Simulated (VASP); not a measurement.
## BaTiO3: single point with r2SCAN

BaTiO3:

```
Ba Ti O
1.0
     3.94211    0.00000    0.00000
     0.00000    3.94211    0.00000
     0.00000    0.00000    3.94211
Ba Ti O
1 1 3
Direct
  0.00000 0.00000 0.00000
  0.50000 0.50000 0.50000
  0.50000 0.50000 0.00000
  0.00000 0.50000 0.50000
  0.50000 0.00000 0.50000
```

- Program: VASP 6.6.1
- Task: single point
- Functional: r2SCAN
- Potentials or basis: VASP PAW PBE potentials, release 64 (Ba_sv, Ti_sv, O)
- Cutoff: 520 eV
- k mesh: 7 × 7 × 7
- Occupations: gaussian, width 0.0105 eV
- Spin: no spin polarisation
- Dipole correction: no
- Further INCAR settings: ALGO = Normal; EDIFF = 1e-06; NBANDS = 28

- Pressure: 10.1 GPa
- Band gap on the k mesh: 2.31 eV, indirect (least direct gap 2.35 eV)

Levels at points of the mesh, in eV from the valence-band top:
| k point | band 18 | band 19 | band 20 | band 21 | band 22 | band 23 |
| --- | --- | --- | --- | --- | --- | --- |
| (0.00, 0.00, 0.00) | -0.04 | -0.04 | -0.04 | 2.31 | 2.31 | 2.31 |

Wall time 87 s on 1 thread of Intel(R) Xeon(R) 6975P-C (Granite Rapids), on a shared host, peak memory 0.19 GiB.

Caveat: the PAW data sets were made with another functional, which shifts forces and pressure a little; spin-orbit coupling is left out, which moves the levels of the heavy elements. r2SCAN opens gaps a little over a GGA but as a rule still falls short of measured ones.
